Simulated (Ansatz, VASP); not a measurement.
# Two plane-wave programs on TiPt3

INCAR

```
  PREC = Accurate
  ENCUT = 520
  EDIFF = 1E-7
  ISMEAR = 0
  SIGMA = 0.05
  LREAL = F
  LASPH = T
  NELM = 100
  ALGO = Normal
  ISIF = 2
  LWAVE = F
  LCHARG = F
  GGA = PE
  NBANDS = 29
```

File KPOINTS:

```
regular mesh
0
Gamma
  10 10 10
```

Contents of POSCAR:

```
TiPt3
1.0
    3.8969996648      0.0000000000      0.0000000000
    0.0000000000      3.8969996648      0.0000000000
    0.0000000000      0.0000000000      3.8969996648
Ti Pt
1 3
Direct
    0.0000000000      0.0000000000      0.0000000000
    0.0000000000      0.5000000000      0.5000000000
    0.5000000000      0.0000000000      0.5000000000
    0.5000000000      0.5000000000      0.0000000000
```

Input for Ansatz:

```yaml
crystal:
  lattice:
    - [3.8969996648, 0.0, 0.0]
    - [0.0, 3.8969996648, 0.0]
    - [0.0, 0.0, 3.8969996648]
  atoms:
    - { symbol: Ti, position: [0.0, 0.0, 0.0] }
    - { symbol: Pt, position: [0.0, 0.5, 0.5] }
    - { symbol: Pt, position: [0.5, 0.0, 0.5] }
    - { symbol: Pt, position: [0.5, 0.5, 0.0] }
basis:
  ecutwfc: 420
  ecutrho_ratio: 4
kpoints:
  mp_grid: { grid: [10, 10, 10] }
hamiltonian:
  xc: pbe
scf:
  occupations: { method: gaussian, width: 0.05 }
output:
  forces: true
  stress: true
  eigenvalues: true
```

Alike in both runs: task single point; functional PBE; k mesh 10 × 10 × 10; occupations gaussian, width 0.05 eV; no spin polarisation.

```csv
,VASP,Ansatz
version,VASP 6.6.1,Ansatz 0.2.0
potentials or method,"VASP PAW PBE potentials, release 64 (Ti_sv, Pt), cutoff 520 eV","scalar-relativistic, plane waves, PAW"
valence electrons in the cell,42,66
```

```tsv
	VASP	Ansatz	Ansatz less VASP
gap on the k mesh at the Fermi level (eV)	none	none	-
pressure (GPa)	9.7	10.1	+0.38
```

A gap of «none» marks a metal or a gap that the smearing closes. VASP's potentials hold 42 valence electrons a cell and Ansatz's 66, so a difference there can come from the potentials and not from the codes.

Spin-orbit coupling is off throughout.
